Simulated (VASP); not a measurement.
# Fe: single point with PBE

Fe:

```
Fe
1.0
    -1.41631    1.41631    1.41631
     1.41631   -1.41631    1.41631
     1.41631    1.41631   -1.41631
Fe
1
Direct
  0.00000 0.00000 0.00000
```

```
Program                : VASP 6.6.1
Task                   : single point
Functional             : PBE
Potentials or basis    : VASP PAW PBE potentials, release 64 (Fe)
Cutoff                 : 520 eV
k mesh                 : 15 × 15 × 15
Occupations            : fermi-dirac, width 0.3 eV
Spin                   : collinear spin, ferromagnetic start
Starting moments       : [2.208] μB
Dipole correction      : no
Further INCAR settings : ALGO = Normal; EDIFF = 1e-06; NBANDS = 14
```

```
Pressure                                              : 0.4 GPa
Net moment                                            : 2.07 μB per cell
Site moments                                          : Fe +2.06 μB
Valence electrons inside the program's atomic spheres : Fe 7.27
```

Levels at points of the mesh, in eV from the Fermi level:
Spin up:
```csv
k point,band 1,band 2,band 3,band 4,band 5,band 6,band 7,band 8,band 9,band 10
"(0.00, 0.00, 0.00)",-8.56,-2.37,-2.37,-2.37,-1.15,-1.15,24.88,24.88,24.88,29.97
```
Spin down:
```
           k point  band 1  band 2  band 3  band 4  band 5  band 6  band 7  band 8
(0.00, 0.00, 0.00)   -8.39   -0.58   -0.58   -0.58    1.45    1.45   24.66   24.66
```

It took 20 s on 1 thread of Intel(R) Xeon(R) Platinum 8559C (Emerald Rapids) (shared host), peak memory 0.14 GiB.
